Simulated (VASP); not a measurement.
Set up this calculation in VASP 6.6.1, as the native input.

```yaml
Task: single point
Functional: PBEsol
Potentials_or_basis: VASP PAW PBE potentials, release 64 (Sb)
Cutoff: 520 eV
k_mesh: 15 × 15 × 15
Occupations: fermi-dirac, width 0.1 eV
Spin: no spin polarisation
Dipole_correction: no
k_mesh_for_the_DOS: 23 × 23 × 23
Occupations_for_the_DOS: tetrahedron
Further_INCAR_settings: ALGO = Normal; EDIFF = 1e-06; NBANDS = 8
```

Crystal: Sb.

```
Sb
1.0
     0.00000    2.35772    2.35772
     2.35772    0.00000    2.35772
     2.35772    2.35772    0.00000
Sb
1
Direct
  0.00000 0.00000 0.00000
```

This isn't the form of Sb at room conditions, which is rhombohedral.

These files were run (other wordings do the same):

POSCAR

```
Sb
1.0
    0.0000000000      2.3577219249      2.3577219249
    2.3577219249      0.0000000000      2.3577219249
    2.3577219249      2.3577219249      0.0000000000
Sb
1
Direct
    0.0000000000      0.0000000000      0.0000000000
```

INCAR.step1

```
ALGO = Normal
EDIFF = 1E-6
ENCUT = 520
GGA = PS
ISIF = 2
ISMEAR = -1
LASPH = True
LCHARG = True
LREAL = False
LWAVE = False
NBANDS = 8
NELM = 100
PREC = Accurate
SIGMA = 0.1
```

KPOINTS.step1

```
k-points
0
Gamma
  15 15 15
```

INCAR.step2

```
ALGO = Normal
EDIFF = 1E-6
ENCUT = 520
GGA = PS
ICHARG = 11
ISIF = 2
ISMEAR = -5
LASPH = True
LCHARG = False
LORBIT = 10
LREAL = False
LWAVE = False
NBANDS = 8
NEDOS = 1001
NELM = 100
PREC = Accurate
SIGMA = 0.1
```

KPOINTS.step2

```
k-points
0
Gamma
  23 23 23
```

Potentials or basis: VASP PAW PBE potentials, release 64 (Sb).

Command:

```bash
$ cat potpaw_PBE.64/Sb/POTCAR > POTCAR
$ cp INCAR.step1 INCAR
$ cp KPOINTS.step1 KPOINTS
$ mpirun -np 1 vasp_std > vasp.out
$ cp INCAR.step2 INCAR
$ cp KPOINTS.step2 KPOINTS
$ mpirun -np 1 vasp_std > vasp.out
```

Results of the run:

```
Valence electrons inside the program's atomic spheres : Sb 2.34
```

Run time: 110 s on 1 thread of Intel Xeon 8259CL (shared host), peak memory 0.21 GiB.
